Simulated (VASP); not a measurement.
A run of VASP 6.6.1 is set up as follows.

The input INCAR:

```
SYSTEM = Hf
  PREC = Accurate
  ENCUT = 520
  EDIFF = 1E-6
  ISMEAR = 0
  SIGMA = 0.1
  LREAL = .False.
  LASPH = .True.
  NELM = 80
  ALGO = Normal
  ISIF = 2
  LWAVE = .False.
  LCHARG = .False.
  GGA = PS
  NBANDS = 17
```

KPOINTS

```
regular mesh
0
Gamma
  15 15 8
  0 0 0
```

Contents of POSCAR:

```
Hf
1.0
    3.1604218333      0.0000000000      0.0000000000
   -1.5802109166      2.7370055943      0.0000000000
    0.0000000000      0.0000000000      4.9959235724
Hf
2
Direct
    0.3333333333      0.6666666667      0.2500000000
    0.6666666667      0.3333333333      0.7500000000
```

Potentials or basis: VASP PAW PBE potentials, release 64 (Hf_pv).

Launch:

```bash
$ cat potpaw_PBE.64/Hf_pv/POTCAR > POTCAR
$ mpirun -np 1 vasp_std > vasp.out
```

Q: Predict the pressure.

A: -0.4 GPa.

Q: What does it give for the band gap on the k mesh?

A: Zero (band 10 reaches 6.17 eV, above the bottom of band 11 at 4.56 eV).

Stress tensor (GPa, compression positive):
```
-0.34  0.00  0.00
 0.00 -0.34  0.00
 0.00  0.00 -0.45
```

Caveat: the PAW data sets were made with another functional, which shifts forces and pressure a little; spin-orbit coupling is left out, which moves the levels of the heavy elements.
